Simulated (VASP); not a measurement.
# Li2O (I4/mmm) in VASP: a series of runs, part 2 of 3

VASP 6.6.1.

### Step 3. Electric field gradients, PBEsol (equal xx and yy strain of -2 %)

File INCAR:

```
PREC = Accurate
ENCUT = 650
EDIFF = 1E-8
ISMEAR = -1
SIGMA = 0.03
LREAL = F
LASPH = T
NELM = 120
ALGO = Normal
ISIF = 2
LWAVE = F
LCHARG = F
GGA = PS
LEFG = T
NBANDS = 13
GGA_COMPAT = F
```

File KPOINTS:

```
Automatic mesh
0
Gamma
  9 9 9
```

File POSCAR:

```
Li2O
1.0
    0.0000000000      2.2633100000      2.3095000000
    2.2633100000      0.0000000000      2.3095000000
    2.2633100000      2.2633100000      0.0000000000
Li O
2 1
Direct
    0.2500000000      0.2500000000      0.2500000000
    0.7500000000      0.7500000000      0.7500000000
    0.0000000000      0.0000000000      0.0000000000
```

Potentials or basis: VASP PAW PBE potentials, release 64 (Li_sv, O).

Run with:

```sh
$ cat potpaw_PBE.64/Li_sv/POTCAR potpaw_PBE.64/O/POTCAR > POTCAR
$ mpirun -np 1 vasp_std > vasp.out
```

OUTCAR:

```text
PREC = Accurate
   ENCUT = 650
   EDIFF = 1E-8
   ISMEAR = -1
   LREAL = F
   LASPH = T
   NELM = 120
   ISIF = 2
   GGA = PS

 ion  position               nearest neighbor table
   1  0.250  0.250  0.250-   3 1.97   3 1.97   3 1.97   3 1.97   2 2.26   2 2.26   2 2.26   2 2.26
                             2 2.31   2 2.31
   2  0.750  0.750  0.750-   3 1.97   3 1.97   3 1.97   3 1.97   1 2.26   1 2.26   1 2.26   1 2.26
                             1 2.31   1 2.31
   3  0.000  0.000  0.000-   2 1.97   2 1.97   2 1.97   1 1.97   1 1.97   1 1.97   2 1.97   1 1.97

  LATTYP: Found a body centered tetragonal cell.
 ALAT       =     3.2008036979
 C/A-ratio  =     1.4430750636

  Lattice vectors:

 A1 = (  -2.2633100000,   0.0000000000,   2.3095000000)
 A2 = (   2.2633100000,   0.0000000000,   2.3095000000)
 A3 = (   0.0000000000,   2.2633100000,  -2.3095000000)

Analysis of symmetry for initial positions (statically):
=====================================================================
 Subroutine PRICEL returns:
 Original cell was already a primitive cell.

 Routine SETGRP: Setting up the symmetry group for a
 body centered tetragonal supercell.

 Subroutine GETGRP returns: Found 16 space group operations
 (whereof 16 operations were pure point group operations)
 out of a pool of 16 trial point group operations.

The static configuration has the point symmetry D_4h.

Analysis of symmetry for dynamics (positions and initial velocities):
=====================================================================
 Subroutine PRICEL returns:
 Original cell was already a primitive cell.

[... 544 lines left out ...]
     12      22.1073      0.00000
     13      25.4807      0.00000

 [... further k-points ...]

------------------------ aborting loop because EDIFF is reached ----------------------------------------

  FORCE on cell =-STRESS in cart. coord.  units (eV):
  Direction    XX          YY          ZZ          XY          YZ          ZX
  --------------------------------------------------------------------------------------
  -------------------------------------------------------------------------------------
  Total        0.3622700      0.3622700     -0.2154234      0.0000000      0.0000000      0.0000000
  in kB       24.5305259     24.5305259    -14.5870512      0.0000000      0.0000000      0.0000000
  external PRESSURE =      11.4913335 kB  Pullay stress =       0.0000000 kB

 VOLUME and BASIS-vectors are now :
 -----------------------------------------------------------------------------
  energy-cutoff  :      650.00
  volume of cell :       23.66
      direct lattice vectors                 reciprocal lattice vectors
     0.000000000  2.263310000  2.309500000    -0.220915385  0.220915385  0.216497077
     2.263310000  0.000000000  2.309500000     0.220915385 -0.220915385  0.216497077
     2.263310000  2.263310000  0.000000000     0.220915385  0.220915385 -0.216497077

 POSITION                                       TOTAL-FORCE (eV/Angst)
 -----------------------------------------------------------------------------------
      1.13166      1.13166      1.15475        -0.000000     -0.000000     -0.000000
      3.39497      3.39497      3.46425         0.000000      0.000000      0.000000
      0.00000      0.00000      0.00000        -0.000000      0.000000     -0.000000
 -----------------------------------------------------------------------------------
    total drift:                                0.000000      0.000000      0.000000

  FREE ENERGIE OF THE ION-ELECTRON SYSTEM (eV)
  ---------------------------------------------------
  free  energy   TOTEN  =       -14.7467805033 eV

  energy  without entropy=      -14.7467805033  energy(sigma->0) =      -14.74678050

 Electric field gradients (V/A^2)
---------------------------------------------------------------------
 ion       V_xx      V_yy      V_zz      V_xy      V_xz      V_yz
---------------------------------------------------------------------
   1       0.156     0.156    -0.313     0.002     0.001     0.001
   2       0.156     0.156    -0.313     0.002     0.001     0.001
   3      -0.698    -0.698     1.395     0.002     0.001     0.001
---------------------------------------------------------------------

 Electric field gradients after diagonalization (V/A^2)
 (convention: |V_zz| > |V_xx| > |V_yy|)
----------------------------------------------------------------------
 ion       V_xx      V_yy      V_zz     asymmetry (V_yy - V_xx)/ V_zz
----------------------------------------------------------------------
   1       0.159     0.154    -0.313       0.015
   2       0.159     0.154    -0.313       0.015
   3      -0.700    -0.696     1.395       0.003
----------------------------------------------------------------------

           NMR quadrupolar parameters

 Cq : quadrupolar parameter    Cq=e*Q*V_zz/h
 eta: asymmetry parameters     (V_yy - V_xx)/ V_zz
 Q  : nuclear electric quadrupole moment in mb (millibarn)
----------------------------------------------------------------------
 ion       Cq(MHz)       eta       Q (mb)
----------------------------------------------------------------------
   1      -0.001       0.015       1.000
   2      -0.001       0.015       1.000
   3       0.003       0.003       1.000
----------------------------------------------------------------------
```

It took 19 s on 1 thread of Intel Xeon 6975P-C (Granite Rapids), shared host; peak memory 0.16 GiB.

What came out:

```yaml
Free_energy: -14.7468 eV
Pressure: 1.1 GPa
Band_gap_on_the_k_mesh: 4.96 eV, indirect (least direct gap 5.44 eV)
```

Stress tensor (GPa, compression positive):
```
 2.45  0.00  0.00
 0.00  2.45  0.00
 0.00  0.00 -1.46
```

Electric field gradients, principal values (V/Å²):
```tsv
atom	least	middle	greatest (by size)
1 Li	0.154	0.159	-0.313
2 Li	0.154	0.159	-0.313
3 O	-0.696	-0.700	1.395
```

Caveat: the cell differs from its parent crystal (equal xx and yy strain of -2 %); without QUAD_EFG the Cq values of the log hold for a quadrupole moment of 1 mb, not for the nuclei; the PAW data sets were made with another functional, which shifts forces and pressure a little. A k mesh can miss the band edges.

### Step 4. Electric field gradients, PBEsol (equal xx and yy strain of -1 %)

File INCAR:

```
  PREC = Accurate
  ENCUT = 650
  EDIFF = 1E-8
  ISMEAR = -1
  SIGMA = 0.03
  LREAL = F
  LASPH = T
  NELM = 120
  ALGO = Normal
  ISIF = 2
  LWAVE = F
  LCHARG = F
  GGA = PS
  LEFG = T
  NBANDS = 13
  GGA_COMPAT = F
```

File KPOINTS:

```
regular mesh
0
Gamma
  9 9 9
```

File POSCAR:

```
Li2O
1.0
    0.0000000000      2.2864050000      2.3095000000
    2.2864050000      0.0000000000      2.3095000000
    2.2864050000      2.2864050000      0.0000000000
Li O
2 1
Direct
    0.2500000000      0.2500000000      0.2500000000
    0.7500000000      0.7500000000      0.7500000000
    0.0000000000      0.0000000000      0.0000000000
```

Potentials or basis: VASP PAW PBE potentials, release 64 (Li_sv, O).

Run with:

```sh
$ cat potpaw_PBE.64/Li_sv/POTCAR potpaw_PBE.64/O/POTCAR > POTCAR
$ mpirun -np 1 vasp_std > vasp.out
```

OUTCAR:

```text
PREC = Accurate
   ENCUT = 650
   EDIFF = 1E-8
   ISMEAR = -1
   LREAL = F
   LASPH = T
   NELM = 120
   ISIF = 2
   GGA = PS

 ion  position               nearest neighbor table
   1  0.250  0.250  0.250-   3 1.99   3 1.99   3 1.99   3 1.99   2 2.29   2 2.29   2 2.29   2 2.29
                             2 2.31   2 2.31
   2  0.750  0.750  0.750-   3 1.99   3 1.99   3 1.99   3 1.99   1 2.29   1 2.29   1 2.29   1 2.29
                             1 2.31   1 2.31
   3  0.000  0.000  0.000-   2 1.99   1 1.99   2 1.99   1 1.99   2 1.99   2 1.99   1 1.99   1 1.99

  LATTYP: Found a body centered tetragonal cell.
 ALAT       =     3.2334649601
 C/A-ratio  =     1.4284985479

  Lattice vectors:

 A1 = (  -2.2864050000,   0.0000000000,   2.3095000000)
 A2 = (   2.2864050000,   0.0000000000,   2.3095000000)
 A3 = (   0.0000000000,   2.2864050000,  -2.3095000000)

Analysis of symmetry for initial positions (statically):
=====================================================================
[... 584 lines left out ...]

 POSITION                                       TOTAL-FORCE (eV/Angst)
 -----------------------------------------------------------------------------------
      1.14320      1.14320      1.15475        -0.000000     -0.000000     -0.000000
      3.42961      3.42961      3.46425         0.000000      0.000000      0.000000
      0.00000      0.00000      0.00000        -0.000000     -0.000000      0.000000
 -----------------------------------------------------------------------------------
    total drift:                                0.000000      0.000000      0.000000

  FREE ENERGIE OF THE ION-ELECTRON SYSTEM (eV)
  ---------------------------------------------------
  free  energy   TOTEN  =       -14.7527427113 eV

  energy  without entropy=      -14.7527427113  energy(sigma->0) =      -14.75274271

 Electric field gradients (V/A^2)
---------------------------------------------------------------------
 ion       V_xx      V_yy      V_zz      V_xy      V_xz      V_yz
---------------------------------------------------------------------
   1       0.078     0.078    -0.156     0.001     0.001     0.001
   2       0.078     0.078    -0.156     0.001     0.001     0.001
   3      -0.346    -0.346     0.691     0.002     0.001     0.001
---------------------------------------------------------------------

 Electric field gradients after diagonalization (V/A^2)
 (convention: |V_zz| > |V_xx| > |V_yy|)
----------------------------------------------------------------------
 ion       V_xx      V_yy      V_zz     asymmetry (V_yy - V_xx)/ V_zz
----------------------------------------------------------------------
   1       0.080     0.077    -0.156       0.019
   2       0.080     0.077    -0.156       0.019
   3      -0.347    -0.344     0.691       0.005
----------------------------------------------------------------------

           NMR quadrupolar parameters

 Cq : quadrupolar parameter    Cq=e*Q*V_zz/h
 eta: asymmetry parameters     (V_yy - V_xx)/ V_zz
 Q  : nuclear electric quadrupole moment in mb (millibarn)
----------------------------------------------------------------------
 ion       Cq(MHz)       eta       Q (mb)
----------------------------------------------------------------------
   1      -0.000       0.019       1.000
   2      -0.000       0.019       1.000
   3       0.002       0.005       1.000
----------------------------------------------------------------------
```

stdout:

```text
POSCAR found type information on POSCAR LiO
 POSCAR found :  2 types and       3 ions
 scaLAPACK will be used
 -----------------------------------------------------------------------------
|                                                                             |
|                                                                             |
|     You enforced a specific xc type in the INCAR file but a different       |
|     I HOPE YOU KNOW WHAT YOU ARE DOING!                                     |
|                                                                             |
 -----------------------------------------------------------------------------

 LDA part: xc-table for (Slater+PW92), standard interpolation
 POSCAR, INCAR and KPOINTS ok, starting setup
 FFT: planning ... GRIDC
 FFT: planning ... GRID_SOFT
 FFT: planning ... GRID
 WAVECAR not read
 entering main loop
ion   1

ion   2

ion   3
```

It took 24 s on 1 thread of Intel Xeon 6975P-C (Granite Rapids), shared host; peak memory 0.17 GiB.

Results:

```
Free energy            : -14.7527 eV
Pressure               : -0.6 GPa
Band gap on the k mesh : 4.94 eV, indirect (least direct gap 5.30 eV)
```

Levels at points of the mesh, in eV from the valence-band top:
```csv
k point,band 2,band 3,band 4,band 5,band 6,band 7,band 8,band 9,band 10,band 11
"(0.00, 0.00, 0.00)",-41.87,-15.40,-0.03,0.00,0.00,5.30,11.87,11.87,11.97,18.80
```

Electric field gradients, principal values (V/Å²):
| atom | least | middle | greatest (by size) |
| --- | --- | --- | --- |
| 1 Li | 0.077 | 0.080 | -0.156 |
| 2 Li | 0.077 | 0.080 | -0.156 |
| 3 O | -0.344 | -0.347 | 0.691 |

Caveat: the cell differs from its parent crystal (equal xx and yy strain of -1 %); without QUAD_EFG the Cq values of the log hold for a quadrupole moment of 1 mb, not for the nuclei; the PAW data sets were made with another functional, which shifts forces and pressure a little. A k mesh can miss the band edges.

(Part 2 of 3 ends here.)
